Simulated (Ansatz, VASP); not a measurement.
**Two plane-wave programs on CdSe**

```
Cd Se
1.0
     4.44548    0.00000    0.00000
    -2.22274    3.84989    0.00000
     0.00000    0.00000    7.25520
Cd Se
2 2
Direct
  0.33333 0.66667 0.00448
  0.66667 0.33333 0.50448
  0.33333 0.66667 0.38052
  0.66667 0.33333 0.88052
```

Alike in both runs: functional RPBE; k mesh 6 × 6 × 4; no spin polarisation.

Ansatz relaxed the structure, and its values are those at the end. VASP's run is a single point on that final structure, the one shown.

|  | VASP | Ansatz |
| --- | --- | --- |
| version | VASP 6.6.1 | Ansatz 0.2.0 |
| potentials or method | VASP PAW PBE potentials, release 64 (Cd, Se) | plane waves, PAW |
| plane-wave cutoff (eV) | 520 | 420 |
| occupations | gaussian, width 0.01 eV | fixed |
| valence electrons in the cell | 36 | 72 |

```csv
,VASP,Ansatz,Ansatz less VASP
pressure (GPa),0.2,0.0,-0.20
rms of the force components (eV/Å),0.004,0.003,-0.0007
```

VASP's potentials were made for PBE, not for RPBE. VASP's potentials hold 36 valence electrons a cell and Ansatz's 72, so a difference there can come from the potentials and not from the codes.
